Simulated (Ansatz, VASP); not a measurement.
**One calculation of BeS, two programs**

Contents of POSCAR:

```
BeS
1.0
    0.0000000000      2.4977500000      2.4977500000
    2.4977500000      0.0000000000      2.4977500000
    2.4977500000      2.4977500000      0.0000000000
Be S
1 1
Direct
    0.0000000000      0.0000000000      0.0000000000
    0.7500000000      0.7500000000      0.7500000000
```

File INCAR.step1:

```
PREC = Accurate
ENCUT = 520
ISMEAR = 0
SIGMA = 0.05
LREAL = False
LASPH = True
NELM = 60
NBANDS = 11
GGA = PE
ALGO = Normal
EDIFF = 1E-4
LWAVE = True
LCHARG = False
```

Contents of INCAR.step2:

```
PREC = Accurate
ENCUT = 520
EDIFF = 1E-6
ISMEAR = 0
SIGMA = 0.05
LREAL = False
LASPH = True
NELM = 60
ALGO = Normal
ISIF = 2
LWAVE = False
LCHARG = False
METAGGA = R2SCAN
LMIXTAU = True
NBANDS = 11
ISTART = 1
```

KPOINTS

```
Automatic mesh
0
Gamma
  8 8 8
```

Input for Ansatz:

```yaml
crystal:
  lattice:
    - [0.0, 2.49775, 2.49775]
    - [2.49775, 0.0, 2.49775]
    - [2.49775, 2.49775, 0.0]
  atoms:
    - { symbol: Be, position: [0.0, 0.0, 0.0] }
    - { symbol: S, position: [0.75, 0.75, 0.75] }
basis:
  ecutwfc: 500
kpoints:
  mp_grid: { grid: [8, 8, 8] }
hamiltonian:
  xc: r2scan
scf:
  occupations: { method: gaussian, width: 0.05 }
output:
  forces: true
  stress: true
  eigenvalues: true
```

Change from the starting cell: strain +0.030 along x and y, +0.030 along z, atoms carried along.

Alike in both runs: task single point; functional r2SCAN; k mesh 8 × 8 × 8; occupations gaussian, width 0.05 eV; no spin polarisation.

|  | VASP | Ansatz |
| --- | --- | --- |
| version | VASP 6.6.1 | Ansatz 0.2.0 |
| potentials or method | VASP PAW PBE potentials, release 64 (Be, S), cutoff 520 eV | scalar-relativistic, plane waves, PAW |
| valence electrons in the cell | 8 | 8 |

VASP gave:

```
gap on the k mesh at the Fermi level (eV) : 3.75
least direct gap on the mesh (eV)         : 5.91
pressure (GPa)                            : -6.3
```

Problem. What did Ansatz give for the same quantities?

Solution. gap on the k mesh at the Fermi level (eV): 3.74; least direct gap on the mesh (eV): 5.91; pressure (GPa): -6.5.

VASP's potentials were made for PBE, not for r2SCAN.
